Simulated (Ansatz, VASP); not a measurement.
## Two plane-wave programs on Cd

```xyz
2
Lattice="2.9789 0.0000 0.0000 -1.4894 2.5798 0.0000 0.0000 0.0000 5.6177" Properties=species:S:1:pos:R:3 pbc="T T T"
Cd    0.0000    1.7199    1.4044
Cd    1.4894    0.9499    4.2132
```

Change from the starting cell: one atom moved.

Alike in both runs: task single point; functional PBE; k mesh 15 × 15 × 8; occupations gaussian, width 0.1 eV; no spin polarisation.

|  | VASP | Ansatz |
| --- | --- | --- |
| version | VASP 6.6.1 | Ansatz 0.2.0 |
| potentials or method | VASP PAW PBE potentials, release 64 (Cd), cutoff 520 eV | scalar-relativistic, plane waves, PAW |
| valence electrons in the cell | 24 | 40 |

VASP gave:

* gap on the k mesh at the Fermi level (eV): none
* pressure (GPa): 3.2
* traceless stress, the component that is largest in VASP (GPa): 0.22
* rms of the force components (eV/Å): 0.014

Task: Estimate Ansatz's values.

Result: gap on the k mesh at the Fermi level (eV): none; pressure (GPa): 2.8; traceless stress, the component that is largest in VASP (GPa): 0.16; rms of the force components (eV/Å): 0.013.

Atom by atom the forces differ by 0.000 eV/Å (rms over components). A gap of «none» marks a metal or a gap that the smearing closes. VASP's potentials hold 24 valence electrons a cell and Ansatz's 40, so a difference there can come from the potentials and not from the codes.
